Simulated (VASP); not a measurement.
# CuAu (P4/mmm) in VASP: a series of runs

The runs below take CuAu through single point, with PBEsol.

All numbers are computed with VASP 6.6.1; they aren't measurements. Logs are shortened: lines on timing, memory, paths and dates and some standing lists are left out, and cuts for length are marked.

## (1) The cell of the first run

It takes space group P4/mmm (No. 123, tetragonal). The conventional cell has a = 2.754 Å, b = 2.754 Å, c = 3.559 Å, α = 90.00°, β = 90.00°, γ = 90.00°. Within 3.6 Å of Au (site symmetry 4/mmm) lie 8 Cu at 2.64 Å and 6 Au at 2.75 to 3.56 Å. Within 3.6 Å of Cu (site symmetry 4/mmm) lie 8 Au at 2.64 Å and 6 Cu at 2.75 to 3.56 Å.

## (2) Single point, PBEsol

Contents of INCAR:

```
SYSTEM = CuAu
PREC = Accurate
ENCUT = 520
EDIFF = 1E-6
ISMEAR = -1
SIGMA = 0.05
LREAL = .FALSE.
LASPH = .TRUE.
NELM = 60
ALGO = Normal
ISIF = 2
LWAVE = .FALSE.
LCHARG = .FALSE.
GGA = PS
NBANDS = 18
```

Contents of KPOINTS:

```
Automatic mesh
0
G
  9 9 7
  0 0 0
```

Contents of POSCAR:

```
CuAu
1.0
    2.7544581690      0.0000000000      0.0000000000
    0.0000000000      2.7544581690      0.0000000000
    0.0000000000      0.0000000000      3.5590649006
Au Cu
1 1
Direct
    0.0000000000      0.0000000000      0.0000000000
    0.5000000000      0.5000000000      0.5000000000
```

Potentials or basis: VASP PAW PBE potentials, release 64 (Au, Cu).

The run is started by

```
> cat potpaw_PBE.64/Au/POTCAR potpaw_PBE.64/Cu/POTCAR > POTCAR
> mpirun -np 1 vasp_std > vasp.out
```

OUTCAR:

```text
SYSTEM = CuAu
   PREC = Accurate
   ENCUT = 520
   EDIFF = 1E-6
   ISMEAR = -1
   LREAL = .FALSE.
   LASPH = .TRUE.
   NELM = 60
   ISIF = 2
   GGA = PS

 ion  position               nearest neighbor table
   1  0.000  0.000  0.000-   2 2.64   2 2.64   2 2.64   2 2.64   2 2.64   2 2.64   2 2.64   2 2.64

   2  0.500  0.500  0.500-   1 2.64   1 2.64   1 2.64   1 2.64   1 2.64   1 2.64   1 2.64   1 2.64

  LATTYP: Found a simple tetragonal cell.
 ALAT       =     2.7544581690
 C/A-ratio  =     1.2921107101

  Lattice vectors:

 A1 = (   2.7544581690,   0.0000000000,   0.0000000000)
 A2 = (   0.0000000000,   2.7544581690,   0.0000000000)
 A3 = (   0.0000000000,   0.0000000000,   3.5590649006)

Analysis of symmetry for initial positions (statically):
=====================================================================
 Subroutine PRICEL returns:
 Original cell was already a primitive cell.

 Routine SETGRP: Setting up the symmetry group for a
 simple tetragonal supercell.

 Subroutine GETGRP returns: Found 16 space group operations
 (whereof 16 operations were pure point group operations)
 out of a pool of 16 trial point group operations.

The static configuration has the point symmetry D_4h.

Analysis of symmetry for dynamics (positions and initial velocities):
=====================================================================
 Subroutine PRICEL returns:
 Original cell was already a primitive cell.

 Routine SETGRP: Setting up the symmetry group for a
 simple tetragonal supercell.

 Subroutine GETGRP returns: Found 16 space group operations
 (whereof 16 operations were pure point group operations)
 out of a pool of 16 trial point group operations.

The dynamic configuration has the point symmetry D_4h.

 Subroutine INISYM returns: Found 16 space group operations
 (whereof 16 operations are pure point group operations),
 and found     1 'primitive' translations

----------------------------------------------------------------------------------------

                                     Primitive cell

  volume of cell :      27.0028

  direct lattice vectors                    reciprocal lattice vectors
     2.754458169  0.000000000  0.000000000     0.363047808  0.000000000  0.000000000
     0.000000000  2.754458169  0.000000000     0.000000000  0.363047808  0.000000000
     0.000000000  0.000000000  3.559064901     0.000000000  0.000000000  0.280972679

  length of vectors
     2.754458169  2.754458169  3.559064901     0.363047808  0.363047808  0.280972679

  position of ions in fractional coordinates (direct lattice)
     0.000000000  0.000000000  0.000000000
     0.500000000  0.500000000  0.500000000

  ion indices of the primitive-cell ions
   primitive index   ion index
                 1           1
                 2           2

----------------------------------------------------------------------------------------

 KPOINTS: Automatic mesh

Automatic generation of k-mesh.
 Grid dimensions read from file:
 generate k-points for:    9    9    7

 Generating k-lattice:

  Cartesian coordinates                     Fractional coordinates (reciprocal lattice)
     0.040338645  0.000000000  0.000000000     0.111111111  0.000000000  0.000000000
     0.000000000  0.040338645  0.000000000     0.000000000  0.111111111  0.000000000
     0.000000000  0.000000000  0.040138954     0.000000000  0.000000000  0.142857143

  Length of vectors
     0.040338645  0.040338645  0.040138954

  Shift w.r.t. Gamma in fractional coordinates (k-lattice)
     0.000000000  0.000000000  0.000000000

 Subroutine IBZKPT returns following result:
 ===========================================

 Found     60 irreducible k-points:

 Following reciprocal coordinates:
            Coordinates               Weight
  0.000000  0.000000  0.000000      1.000000
  0.111111  0.000000  0.000000      4.000000
  0.222222  0.000000  0.000000      4.000000
  0.333333  0.000000  0.000000      4.000000
  0.444444  0.000000  0.000000      4.000000
  0.111111  0.111111  0.000000      4.000000
[... 16 lines left out ...]
  0.333333  0.111111  0.142857     16.000000
  0.444444  0.111111  0.142857     16.000000
 [... further k-points ...]
   k-points           NKPTS =     60   k-points in BZ     NKDIM =     60   number of bands    NBANDS=     18
   number of dos      NEDOS =    301   number of ions     NIONS =      2
   total plane-waves  NPLWV =  11200
   dimension x,y,z NGX =    20 NGY =   20 NGZ =   28
   dimension x,y,z NGXF=    40 NGYF=   40 NGZF=   56
   ions per type =               1   1
   NGX,Y,Z   is equivalent  to a cutoff of  12.07, 12.07, 13.08 a.u.
   NGXF,Y,Z  is equivalent  to a cutoff of  24.14, 24.14, 26.16 a.u.
 SYSTEM =  CuAu
   PREC   = accura    normal or accurate (medium, high low for compatibility)
   ISTART =      0    job   : 0-new  1-cont  2-samecut
   ICHARG =      2    charge: 1-file 2-atom 10-const
   ISPIN  =      1    spin polarized calculation?
   LNONCOLLINEAR =      F non collinear calculations
   LSORBIT =      F    spin-orbit coupling
   LASPH  =      T    aspherical Exc in radial PAW
   ENCUT  =  520.0 eV  38.22 Ry    6.18 a.u.   5.12  5.12  6.62*2*pi/ulx,y,z
   NELM   =     60;   NELMIN=  2; NELMDL= -5     # of ELM steps
   EDIFF  = 0.1E-05   stopping-criterion for ELM
   LREAL  =      F    real-space projection
   EDIFFG = 0.1E-04   stopping-criterion for IOM
   NSW    =      0    number of steps for IOM
   IBRION =     -1    ionic relax: 0-MD 1-quasi-New 2-CG
   NFREE  =      0    steps in history (QN), initial steepest desc. (CG)
   ISIF   =      2    stress and relaxation
   ISYM   =      2    0-nonsym 1-usesym 2-fastsym
   POTIM  = 0.5000    time-step for ionic-motion
   TEBEG  =    0.0;   TEEND  =   0.0 temperature during run
   PSTRESS=    0.0 pullay stress
   NELECT =      22.0000    total number of electrons
   NUPDOWN=      -1.0000    fix difference up-down
   EMIN   =  10.00;   EMAX   =-10.00  energy-range for DOS
   EFERMI =   0.00;   METHOD = LEGACY
   ISMEAR =    -1;   SIGMA  =   0.05  broadening in eV -4-tet -1-fermi 0-gaus
   EFERMI_NEDOS =   21; number of points for ismear=-14 and -15
   IALGO  =     38    algorithm
   IMIX   =      4    mixing-type and parameters
     AMIX     =   0.40;   BMIX     =  1.00
     AMIX_MAG =   1.60;   BMIX_MAG =  1.00
  volume/ion in A,a.u.               =      13.50        91.11
  Fermi-wavevector in a.u.,A,eV,Ry     =   1.529019  2.889428 31.809061  2.337900
  Thomas-Fermi vector in A             =   2.636698
   LORBIT       =      0    0 simple, 1 ext, 2 COOP (PROOUT), +10 PAW based schemes
   GGA     = PS    functional components
   LHFCALC =     F    Hartree Fock is set to
   AEXX    =    0.0000 exact exchange contribution
   IVDW    =     0    specifies the selected vdW correction
   LEPSILON=     F    determine dielectric tensor
   LRPA    =     F    only Hartree local field effects (RPA)
 non-spin polarized calculation
  energy-cutoff  :      520.00
  volume of cell :       27.00
 maximum number of plane-waves:       742
   NGX = 11   NGY = 11   NGZ = 13

 number of electron      21.9999980 magnetization

 Free energy of the ion-electron system (eV)
  ---------------------------------------------------
  ext. energy  EPLUGINS =         0.00000000
  ---------------------------------------------------
  free energy    TOTEN  =        -8.33085858 eV

  energy without entropy =       -8.32742569  energy(sigma->0) =       -8.32914213

 E-fermi :   9.7166     XC(G=0): -13.2816

 val. band max:        9.6995010480   @ k =   0.1111   0.1111   0.2857
 cond. band min:       9.7244932676   @ k =   0.3333   0.1111   0.4286
 fundamental gap:      0.0249922196
 Fermi energy:         9.7166123270

 k-point     1 :       0.0000    0.0000    0.0000
  band No.  band energies     occupation
      1      -0.8479      2.00000
      2       2.4987      2.00000
      3       2.6519      2.00000
      4       5.3148      2.00000
      5       5.3148      2.00000
      6       6.4911      2.00000
[... 10 lines left out ...]
     17      27.2162      0.00000
     18      27.2853      0.00000

 k-point     2 :       0.1111    0.0000    0.0000
  band No.  band energies     occupation
      1      -0.5462      2.00000
      2       2.6438      2.00000
      3       2.8415      2.00000
      4       5.1340      2.00000
      5       5.3912      2.00000
      6       6.3614      2.00000
[... 10 lines left out ...]
     17      27.4457      0.00000
     18      29.2435      0.00000

 k-point     3 :       0.2222    0.0000    0.0000
  band No.  band energies     occupation
      1       0.2838      2.00000
      2       2.9390      2.00000
      3       3.4656      2.00000
      4       4.6585      2.00000
      5       5.6067      2.00000
      6       6.0154      2.00000
[... 10 lines left out ...]
     17      26.9990      0.00000
     18      29.1580      0.00000

 k-point     4 :       0.3333    0.0000    0.0000
  band No.  band energies     occupation
      1       1.3950      2.00000
      2       3.3391      2.00000
      3       4.1232      2.00000
      4       4.2576      2.00000
      5       5.6109      2.00000
      6       5.9149      2.00000
[... 10 lines left out ...]
     17      24.9226      0.00000
     18      27.6494      0.00000

 k-point     5 :       0.4444    0.0000    0.0000
  band No.  band energies     occupation
      1       2.2649      2.00000
      2       3.7806      2.00000
      3       3.7903      2.00000
      4       4.6817      2.00000
      5       5.3497      2.00000
      6       6.1977      2.00000
[... 10 lines left out ...]
     17      26.1463      0.00000
     18      26.2683      0.00000

 k-point     6 :       0.1111    0.1111    0.0000
  band No.  band energies     occupation
      1      -0.2458      2.00000
      2       2.8526      2.00000
      3       2.9603      2.00000
      4       5.0541      2.00000
      5       5.3280      2.00000
      6       6.1905      2.00000
[... 10 lines left out ...]
     17      28.0236      0.00000
     18      28.7687      0.00000

 k-point     7 :       0.2222    0.1111    0.0000
  band No.  band energies     occupation
      1       0.5761      2.00000
      2       3.1680      2.00000
      3       3.5307      2.00000
      4       4.6179      2.00000
      5       5.3550      2.00000
      6       5.7885      2.00000
[... 10 lines left out ...]
     17      27.2798      0.00000
     18      29.9121      0.00000

 k-point     8 :       0.3333    0.1111    0.0000
  band No.  band energies     occupation
      1       1.6747      2.00000
      2       3.5319      2.00000
      3       4.0771      2.00000
      4       4.1358      2.00000
      5       5.3883      2.00000
      6       5.5366      2.00000
[... 10 lines left out ...]
     17      24.9401      0.00000
     18      27.5393      0.00000
[... 229 lines left out ...]
     17      26.2086      0.00000
     18      28.1551      0.00000

 k-point    20 :       0.4444    0.0000    0.1429
  band No.  band energies     occupation
      1       2.3094      2.00000
      2       3.2077      2.00000
      3       4.0452      2.00000
      4       5.2277      2.00000
      5       5.3436      2.00000
      6       5.9296      2.00000
[... 10 lines left out ...]
     17      26.3438      0.00000
     18      26.4170      0.00000

 k-point    21 :       0.1111    0.1111    0.1429
  band No.  band energies     occupation
      1       0.0137      2.00000
      2       2.9018      2.00000
      3       3.0597      2.00000
      4       5.0752      2.00000
      5       5.2919      2.00000
      6       6.2002      2.00000
[... 10 lines left out ...]
     17      27.5297      0.00000
     18      29.5829      0.00000

 k-point    22 :       0.2222    0.1111    0.1429
  band No.  band energies     occupation
      1       0.8113      2.00000
      2       3.2112      2.00000
      3       3.6326      2.00000
      4       4.5917      2.00000
      5       5.2534      2.00000
      6       5.7366      2.00000
[... 10 lines left out ...]
     17      27.8350      0.00000
     18      28.9514      0.00000

 k-point    23 :       0.3333    0.1111    0.1429
  band No.  band energies     occupation
      1       1.8261      2.00000
      2       3.4519      2.00000
      3       4.0082      2.00000
      4       4.4093      2.00000
      5       5.2536      2.00000
      6       5.5282      2.00000
[... 10 lines left out ...]
     17      27.1636      0.00000
     18      27.9730      0.00000

 k-point    24 :       0.4444    0.1111    0.1429
  band No.  band energies     occupation
      1       2.6475      2.00000
      2       3.2653      2.00000
      3       4.0604      2.00000
      4       4.3935      2.00000
      5       5.3206      2.00000
      6       5.8935      2.00000
[... 10 lines left out ...]
     17      25.3703      0.00000
     18      26.0963      0.00000

 [... further k-points ...]

------------------------ aborting loop because EDIFF is reached ----------------------------------------

  FORCE on cell =-STRESS in cart. coord.  units (eV):
  Direction    XX          YY          ZZ          XY          YZ          ZX
  --------------------------------------------------------------------------------------
  -------------------------------------------------------------------------------------
  Total        1.6817210      1.6817210      1.6937633      0.0000000      0.0000000      0.0000000
  in kB       99.7829344     99.7829344    100.4974499      0.0000000      0.0000000      0.0000000
  external PRESSURE =     100.0211062 kB  Pullay stress =       0.0000000 kB

 VOLUME and BASIS-vectors are now :
 -----------------------------------------------------------------------------
  energy-cutoff  :      520.00
  volume of cell :       27.00
      direct lattice vectors                 reciprocal lattice vectors
     2.754458169  0.000000000  0.000000000     0.363047808  0.000000000  0.000000000
     0.000000000  2.754458169  0.000000000     0.000000000  0.363047808  0.000000000
     0.000000000  0.000000000  3.559064901     0.000000000  0.000000000  0.280972679

 POSITION                                       TOTAL-FORCE (eV/Angst)
 -----------------------------------------------------------------------------------
      0.00000      0.00000      0.00000         0.000000      0.000000      0.000000
      1.37723      1.37723      1.77953         0.000000      0.000000      0.000000
 -----------------------------------------------------------------------------------
    total drift:                               -0.000000      0.000000      0.000000

  FREE ENERGIE OF THE ION-ELECTRON SYSTEM (eV)
  ---------------------------------------------------
  free  energy   TOTEN  =        -8.3308585784 eV

  energy  without entropy=       -8.3274256910  energy(sigma->0) =       -8.32914213
```

Run time: 16 s. Hardware: 1 thread of Intel Xeon Platinum 8488C (Sapphire Rapids), shared host; peak memory 0.15 GiB.

What came out:

| Quantity | Value |
| --- | --- |
| Free energy | -8.3309 eV |
| Pressure | 10.0 GPa |
| Band gap on the k mesh | zero (bands 11 and 12 overlap by 5.76 eV) |

Caveat: the cell stands under pressure; the PAW data sets were made with another functional, which shifts forces and pressure a little; spin-orbit coupling is left out, which moves the levels of the heavy elements.

## (3) Single point, PBEsol

This run uses another cell than the first one, of 13.82 Å³/atom.

Contents of INCAR:

```
PREC = Accurate ; ENCUT = 520
EDIFF = 1E-6 ; ISMEAR = -1
SIGMA = 0.05 ; LREAL = False
LASPH = True ; NELM = 80
ALGO = Normal ; ISIF = 2
LWAVE = False ; LCHARG = False
GGA = PS ; NBANDS = 18
```

Contents of KPOINTS:

```
regular mesh
0
Gamma
  9 9 7
```

Contents of POSCAR:

```
CuAu
1.0
    2.7729793823      0.0000000000      0.0000000000
    0.0000000000      2.7729793823      0.0000000000
    0.0000000000      0.0000000000      3.5955363992
Au Cu
1 1
Direct
    0.0000000000      0.0000000000      0.0000000000
    0.5000000000      0.5000000000      0.5000000000
```

Potentials or basis: VASP PAW PBE potentials, release 64 (Au, Cu).

The run is started by

```
> cat potpaw_PBE.64/Au/POTCAR potpaw_PBE.64/Cu/POTCAR > POTCAR
> mpirun -np 1 vasp_std > vasp.out
```

Run time: 15 s. Hardware: 1 thread of Intel Xeon Platinum 8488C (Sapphire Rapids), shared host; peak memory 0.16 GiB.

It converged, with:

```yaml
Free_energy: -8.3615 eV
Pressure: 5.0 GPa
Band_gap_on_the_k_mesh: zero (bands 11 and 12 overlap by 5.63 eV)
```

Levels at points of the mesh, in eV from the Fermi level:
```
           k point  band 8  band 9  band 10  band 11  band 12  band 13  band 14  band 15
(0.00, 0.00, 0.00)   -2.20   -1.73    -1.49    -1.49     2.15     8.71    10.05    10.05
```

Caveat: the cell stands under pressure; the PAW data sets were made with another functional, which shifts forces and pressure a little; spin-orbit coupling is left out, which moves the levels of the heavy elements.

The gap in the log of VASP goes by the Fermi energy; the results here count the filled bands.